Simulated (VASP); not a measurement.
# CoO (P3m1) in VASP: further runs

CoO is run at these levels: PBEsol; tasks: single point.

All numbers are computed with VASP 6.6.1; they aren't measurements. Logs are shortened: lines on timing, memory, paths and dates and some standing lists are left out, and cuts for length are marked.

## (1) The cell of the first run

The typed cell holds 4 atoms: a = 3.198 Å, b = 3.198 Å, c = 5.229 Å, α = 90.00°, β = 90.00°, γ = 120.00°.

## (2) Single point, PBEsol, collinear spin, zero start

Contents of INCAR:

```
  PREC = Accurate
  ENCUT = 520
  EDIFF = 1E-6
  ISMEAR = -1
  SIGMA = 0.05
  LREAL = F
  LASPH = T
  NELM = 150
  ALGO = Normal
  ISIF = 2
  LWAVE = F
  LCHARG = F
  ISPIN = 2
  MAGMOM = 0 0 0 0
  LORBIT = 11
  NUPDOWN = 0.0
  LMAXMIX = 4
  GGA = PS
  NBANDS = 27
```

Contents of KPOINTS:

```
Automatic mesh
0
Gamma
  8 8 5
```

Contents of POSCAR:

```
CoO
1.0
    3.1976457435      0.0000000000      0.0000000000
   -1.5988228718      2.7692424462      0.0000000000
    0.0000000000      0.0000000000      5.2287097100
Co O
2 2
Direct
    0.3333333333      0.6666666667      0.5033624100
    0.0000000000      0.0000000000      0.0034741400
    0.3333333333      0.6666666667      0.8715556000
    0.0000000000      0.0000000000      0.3716088500
```

Potentials or basis: VASP PAW PBE potentials, release 64 (Co, O).

The run is started by

```bash
$ cat potpaw_PBE.64/Co/POTCAR potpaw_PBE.64/O/POTCAR > POTCAR
$ mpirun -np 1 vasp_std > vasp.out
```

OUTCAR:

```text
PREC = Accurate
   ENCUT = 520
   EDIFF = 1E-6
   ISMEAR = -1
   LREAL = F
   LASPH = T
   NELM = 150
   ISIF = 2
   ISPIN = 2
   LORBIT = 11
   NUPDOWN = 0.0
   GGA = PS

 ion  position               nearest neighbor table
   1  0.333  0.667  0.503-   3 1.93   4 1.97   4 1.97   4 1.97
   2  0.000  0.000  0.003-   4 1.92   3 1.97   3 1.97   3 1.97
   3  0.333  0.667  0.872-   1 1.93   2 1.97   2 1.97   2 1.97
   4  0.000  0.000  0.372-   2 1.92   1 1.97   1 1.97   1 1.97

  LATTYP: Found a hexagonal cell.
 ALAT       =     3.1976457435
 C/A-ratio  =     1.6351747909

  Lattice vectors:

 A1 = (   3.1976457435,   0.0000000000,   0.0000000000)
 A2 = (  -1.5988228718,   2.7692424462,   0.0000000000)
 A3 = (   0.0000000000,   0.0000000000,   5.2287097100)

Analysis of symmetry for initial positions (statically):
=====================================================================
 Subroutine PRICEL returns:
 Original cell was already a primitive cell.

 Routine SETGRP: Setting up the symmetry group for a
 hexagonal supercell.

 Subroutine GETGRP returns: Found  6 space group operations
 (whereof  6 operations were pure point group operations)
 out of a pool of 24 trial point group operations.

The static configuration has the point symmetry C_3v.

Analysis of symmetry for dynamics (positions and initial velocities):
=====================================================================
 Subroutine PRICEL returns:
 Original cell was already a primitive cell.

 Routine SETGRP: Setting up the symmetry group for a
 hexagonal supercell.

 Subroutine GETGRP returns: Found  6 space group operations
 (whereof  6 operations were pure point group operations)
 out of a pool of 24 trial point group operations.

The dynamic configuration has the point symmetry C_3v.

Analysis of structural, dynamic, and magnetic symmetry:
=====================================================================
 Subroutine PRICEL returns:
 Original cell was already a primitive cell.

 Routine SETGRP: Setting up the symmetry group for a
 hexagonal supercell.

 Subroutine GETGRP returns: Found  6 space group operations
 (whereof  6 operations were pure point group operations)
 out of a pool of 24 trial point group operations.

The overall configuration has the point symmetry C_3v.

 Subroutine INISYM returns: Found  6 space group operations
 (whereof  6 operations are pure point group operations),
 and found     1 'primitive' translations

----------------------------------------------------------------------------------------

                                     Primitive cell

  volume of cell :      46.3005

  direct lattice vectors                    reciprocal lattice vectors
     3.197645743  0.000000000  0.000000000     0.312730077  0.180554794  0.000000000
    -1.598822872  2.769242446  0.000000000     0.000000000  0.361109588  0.000000000
     0.000000000  0.000000000  5.228709710     0.000000000  0.000000000  0.191251773

  length of vectors
     3.197645743  3.197645744  5.228709710     0.361109588  0.361109588  0.191251773

  position of ions in fractional coordinates (direct lattice)
     0.333333333  0.666666667  0.503362410
     0.000000000  0.000000000  0.003474140
     0.333333333  0.666666667  0.871555600
     0.000000000  0.000000000  0.371608850

  ion indices of the primitive-cell ions
   primitive index   ion index
                 1           1
                 2           2
                 3           3
                 4           4

----------------------------------------------------------------------------------------

 KPOINTS: Automatic mesh

Automatic generation of k-mesh.
 Grid dimensions read from file:
 generate k-points for:    8    8    5

 Generating k-lattice:

  Cartesian coordinates                     Fractional coordinates (reciprocal lattice)
     0.039091260  0.022569349  0.000000000     0.125000000 -0.000000000  0.000000000
     0.000000000  0.045138699  0.000000000     0.000000000  0.125000000  0.000000000
     0.000000000  0.000000000  0.038250355     0.000000000  0.000000000  0.200000000

  Length of vectors
     0.045138699  0.045138699  0.038250355

  Shift w.r.t. Gamma in fractional coordinates (k-lattice)
     0.000000000  0.000000000  0.000000000

 Subroutine IBZKPT returns following result:
 ===========================================

 Found     40 irreducible k-points:

 Following reciprocal coordinates:
            Coordinates               Weight
  0.000000  0.000000  0.000000      1.000000
  0.125000  0.000000  0.000000      6.000000
  0.250000  0.000000  0.000000      6.000000
  0.375000 -0.000000  0.000000      6.000000
  0.500000  0.000000  0.000000      3.000000
  0.125000  0.125000  0.000000      6.000000
[... 16 lines left out ...]
 -0.125000  0.500000  0.200000     12.000000
  0.250000  0.250000  0.200000     12.000000
 [... further k-points ...]
   k-points           NKPTS =     40   k-points in BZ     NKDIM =     40   number of bands    NBANDS=     27
   number of dos      NEDOS =    301   number of ions     NIONS =      4
   total plane-waves  NPLWV =  23040
   dimension x,y,z NGX =    24 NGY =   24 NGZ =   40
   dimension x,y,z NGXF=    48 NGYF=   48 NGZF=   80
   ions per type =               2   2
   NGX,Y,Z   is equivalent  to a cutoff of  12.48, 12.48, 12.72 a.u.
   NGXF,Y,Z  is equivalent  to a cutoff of  24.96, 24.96, 25.44 a.u.
 SYSTEM =  unknown system
   PREC   = accura    normal or accurate (medium, high low for compatibility)
   ISTART =      0    job   : 0-new  1-cont  2-samecut
   ICHARG =      2    charge: 1-file 2-atom 10-const
   ISPIN  =      2    spin polarized calculation?
   LNONCOLLINEAR =      F non collinear calculations
   LSORBIT =      F    spin-orbit coupling
   LASPH  =      T    aspherical Exc in radial PAW
   ENCUT  =  520.0 eV  38.22 Ry    6.18 a.u.   5.95  5.95  9.72*2*pi/ulx,y,z
   NELM   =    150;   NELMIN=  2; NELMDL= -5     # of ELM steps
   EDIFF  = 0.1E-05   stopping-criterion for ELM
   LREAL  =      F    real-space projection
   EDIFFG = 0.1E-04   stopping-criterion for IOM
   NSW    =      0    number of steps for IOM
   IBRION =     -1    ionic relax: 0-MD 1-quasi-New 2-CG
   NFREE  =      0    steps in history (QN), initial steepest desc. (CG)
   ISIF   =      2    stress and relaxation
   ISYM   =      2    0-nonsym 1-usesym 2-fastsym
   POTIM  = 0.5000    time-step for ionic-motion
   TEBEG  =    0.0;   TEEND  =   0.0 temperature during run
   PSTRESS=    0.0 pullay stress
   NELECT =      30.0000    total number of electrons
   NUPDOWN=       0.0000    fix difference up-down
   EMIN   =  10.00;   EMAX   =-10.00  energy-range for DOS
   EFERMI =   0.00;   METHOD = LEGACY
   ISMEAR =    -1;   SIGMA  =   0.05  broadening in eV -4-tet -1-fermi 0-gaus
   EFERMI_NEDOS =   21; number of points for ismear=-14 and -15
   IALGO  =     38    algorithm
   IMIX   =      4    mixing-type and parameters
     AMIX     =   0.40;   BMIX     =  1.00
     AMIX_MAG =   1.60;   BMIX_MAG =  1.00
  volume/ion in A,a.u.               =      11.58        78.11
  Fermi-wavevector in a.u.,A,eV,Ry     =   1.416620  2.677023 27.304329  2.006812
  Thomas-Fermi vector in A             =   2.537935
   LORBIT       =     11    0 simple, 1 ext, 2 COOP (PROOUT), +10 PAW based schemes
   GGA     = PS    functional components
   LHFCALC =     F    Hartree Fock is set to
   AEXX    =    0.0000 exact exchange contribution
   IVDW    =     0    specifies the selected vdW correction
   LEPSILON=     F    determine dielectric tensor
   LRPA    =     F    only Hartree local field effects (RPA)
 spin polarized calculation
  energy-cutoff  :      520.00
  volume of cell :       46.30
 maximum number of plane-waves:      1266
   NGX = 11   NGY = 11   NGZ = 19

 number of electron      30.0000009 magnetization      -0.0000000

 number of electron      30.0000009 magnetization       0.0000000

 Free energy of the ion-electron system (eV)
  ---------------------------------------------------
  ext. energy  EPLUGINS =         0.00000000
  ---------------------------------------------------
  free energy    TOTEN  =       -27.61656979 eV

  energy without entropy =      -27.56947453  energy(sigma->0) =      -27.59302216

 E-fermi :   5.7730     XC(G=0): -11.4447

 val. band max:        5.7548419424   @ k =   0.3750   0.1250   0.4000
 cond. band min:       5.7785684645   @ k =   0.0000   0.2500   0.4000
 fundamental gap:      0.0237265221
 Fermi energy:         5.7730003074

 spin component 1

 k-point     1 :       0.0000    0.0000    0.0000
  band No.  band energies     occupation
      1     -14.3514      1.00000
      2     -13.7287      1.00000
      3      -1.3248      1.00000
      4      -0.0534      1.00000
      5       0.0951      1.00000
      6       0.0951      1.00000
[... 19 lines left out ...]
     26      20.7148      0.00000
     27      22.3366      0.00000
[... 661 lines left out ...]
 k-point    24 :       0.2500    0.2500    0.2000
  band No.  band energies     occupation
      1     -13.7326      1.00000
      2     -13.5710      1.00000
      3      -0.8926      1.00000
      4      -0.7568      1.00000
      5      -0.1453      1.00000
      6      -0.0702      1.00000
[... 19 lines left out ...]
     26      20.9459      0.00000
     27      22.2307      0.00000

 [... further k-points ...]

 spin component 2

 k-point     1 :       0.0000    0.0000    0.0000
  band No.  band energies     occupation
      1     -14.3514      1.00000
      2     -13.7287      1.00000
      3      -1.3248      1.00000
      4      -0.0534      1.00000
      5       0.0951      1.00000
      6       0.0951      1.00000
[... 19 lines left out ...]
     26      20.7148      0.00000
     27      22.3366      0.00000
[... 661 lines left out ...]
 k-point    24 :       0.2500    0.2500    0.2000
  band No.  band energies     occupation
      1     -13.7326      1.00000
      2     -13.5710      1.00000
      3      -0.8926      1.00000
      4      -0.7568      1.00000
      5      -0.1453      1.00000
      6      -0.0702      1.00000
[... 19 lines left out ...]
     26      20.9459      0.00000
     27      22.2307      0.00000

 [... further k-points ...]
[... 5 lines left out ...]
  --------------------------------------------------------------------------------------
  -------------------------------------------------------------------------------------
  Total       -7.1137045     -7.1137045     -4.9968413      0.0000000      0.0000000      0.0000000
  in kB     -246.1617346   -246.1617346   -172.9100666      0.0000000      0.0000000      0.0000000
  external PRESSURE =    -221.7445119 kB  Pullay stress =       0.0000000 kB

 VOLUME and BASIS-vectors are now :
 -----------------------------------------------------------------------------
  energy-cutoff  :      520.00
  volume of cell :       46.30
      direct lattice vectors                 reciprocal lattice vectors
     3.197645743  0.000000000  0.000000000     0.312730077  0.180554794  0.000000000
    -1.598822872  2.769242446  0.000000000     0.000000000  0.361109588  0.000000000
     0.000000000  0.000000000  5.228709710     0.000000000  0.000000000  0.191251773

 POSITION                                       TOTAL-FORCE (eV/Angst)
 -----------------------------------------------------------------------------------
     -0.00000      1.84616      2.63194         0.000000      0.000000     -0.126363
      0.00000      0.00000      0.01817         0.000000     -0.000000     -0.128646
     -0.00000      1.84616      4.55711        -0.000000      0.000000      0.126832
      0.00000      0.00000      1.94303        -0.000000     -0.000000      0.128177
 -----------------------------------------------------------------------------------
    total drift:                               -0.000000     -0.000001     -0.000630

  FREE ENERGIE OF THE ION-ELECTRON SYSTEM (eV)
  ---------------------------------------------------
  free  energy   TOTEN  =       -27.6165697853 eV

  energy  without entropy=      -27.5694745319  energy(sigma->0) =      -27.59302216

 total charge

# of ion       s       p       d       tot
------------------------------------------
    1        0.328   0.413   7.309   8.050
    2        0.328   0.413   7.309   8.050
    3        1.557   3.345   0.000   4.903
    4        1.557   3.346   0.000   4.903
--------------------------------------------------
tot          3.770   7.517  14.618  25.906

 magnetization (x)

# of ion       s       p       d       tot
------------------------------------------
    1        0.000  -0.000  -0.000  -0.000
    2        0.000   0.000   0.000   0.000
    3        0.000  -0.000   0.000   0.000
    4        0.000   0.000   0.000   0.000
--------------------------------------------------
tot          0.000   0.000  -0.000  -0.000
```

Run time: 49 s. Hardware: 1 thread of Intel Xeon 6975P-C (Granite Rapids), shared host; peak memory 0.22 GiB.

What came out:

* Free energy: -27.6166 eV
* Pressure: -22.2 GPa
* Largest force: 0.129 eV/Å
* Net moment: 0.00 μB per cell
* Valence electrons inside the program's atomic spheres: Co 8.05; O 4.90

Forces in eV/Å, atoms in the order of the input:
```
Co   0.000  0.000 -0.126
Co   0.000  0.000 -0.129
O    0.000  0.000  0.127
O    0.000  0.000  0.128
```

Caveat: the PAW data sets were made with another functional, which shifts forces and pressure a little; the total moment is fixed, so each spin has its own Fermi level.

## (3) Single point, PBEsol, collinear spin, ferromagnetic start

Contents of INCAR:

```
SYSTEM = CoO
PREC = Accurate ; ENCUT = 520
EDIFF = 1E-6 ; ISMEAR = -1
SIGMA = 0.05 ; LREAL = .FALSE.
LASPH = .TRUE. ; NELM = 150
ALGO = Normal ; ISIF = 2
LWAVE = .FALSE. ; LCHARG = .TRUE.
ISPIN = 2 ; MAGMOM = 0.5 0.5 0 0
LORBIT = 11 ; NUPDOWN = 1.0
LMAXMIX = 4 ; GGA = PS
LELF = .TRUE. ; LVHAR = .TRUE.
NBANDS = 27
```

Contents of KPOINTS:

```
Automatic mesh
0
G
  8 8 5
  0 0 0
```

POSCAR is that of step 2.

Potentials or basis: VASP PAW PBE potentials, release 64 (Co, O).

The run is started by

```bash
$ cat potpaw_PBE.64/Co/POTCAR potpaw_PBE.64/O/POTCAR > POTCAR
$ mpirun -np 1 vasp_std > vasp.out
```

Wall time 46 s (1 thread of Intel Xeon 6975P-C (Granite Rapids), shared host); peak memory 0.22 GiB.

The run converged. Its results:

```yaml
Free_energy: -27.6494 eV
Pressure: -21.6 GPa
Largest_force: 0.082 eV/Å
Net_moment: 1.00 μB per cell
Site_moments: Co +0.47; O +0.02 μB
Valence_electrons_inside_the_program's_atomic_spheres: Co 8.05; O 4.91
```

Forces on the atoms (eV/Å):
```
Co   0.000  0.000 -0.080
Co   0.000  0.000 -0.082
O    0.000  0.000  0.081
O    0.000  0.000  0.082
```

Stress tensor (GPa, compression positive):
```
-23.98   0.00   0.00
  0.00 -23.98   0.00
  0.00   0.00 -16.96
```

Caveat: the PAW data sets were made with another functional, which shifts forces and pressure a little; the total moment is fixed, so each spin has its own Fermi level.
